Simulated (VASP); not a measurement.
Set up this calculation in VASP 6.6.1, as the native input.

- Task: single point
- Functional: LDA
- Potentials or basis: VASP PAW LDA potentials, release 64 (Ti_sv)
- Cutoff: 520 eV
- k mesh: 12 × 12 × 1
- Occupations: gaussian, width 0.1 eV
- Spin: no spin polarisation
- Dipole correction: yes
- Further INCAR settings: ALGO = Normal; EDIFF = 1e-07; NBANDS = 25

The structure of Ti lies in POSCAR:

```
Ti
1.0
    2.8292006890      0.0000000000      0.0000000000
   -1.4146003445      2.4501596691      0.0000000000
    0.0000000000      0.0000000000     18.6200653787
Ti
3
Direct
    0.6666666667      0.3333333333      0.3759385296
    0.3333333333      0.6666666667      0.4936282154
    0.0000000000      0.0000000000      0.6113109237
```

The input as run:

INCAR

```
SYSTEM = Ti
PREC = Accurate ; ENCUT = 520
EDIFF = 1E-7 ; ISMEAR = 0
SIGMA = 0.1 ; LREAL = .False.
LASPH = .True. ; NELM = 80
ALGO = Normal ; ISIF = 2
LWAVE = .False. ; LCHARG = .False.
LDIPOL = .True. ; IDIPOL = 3
DIPOL = 0.5 0.5 0.494 ; GGA = CA
NBANDS = 25
```

KPOINTS

```
regular mesh
0
Gamma
  12 12 1
  0 0 0
```

Potentials or basis: VASP PAW LDA potentials, release 64 (Ti_sv).

Launch:

```console
$ cat potpaw_LDA.64/Ti_sv/POTCAR > POTCAR
$ mpirun -np 1 vasp_std > vasp.out
```

It gave:

| Item | Value |
| --- | --- |
| Largest force | 0.010 eV/Å |
| Band gap on the k mesh | zero (bands 18 and 19 overlap by 0.93 eV) |

It took 61 s on 1 thread of Intel(R) Xeon(R) 6975P-C (Granite Rapids), on a shared host, peak memory 0.23 GiB.
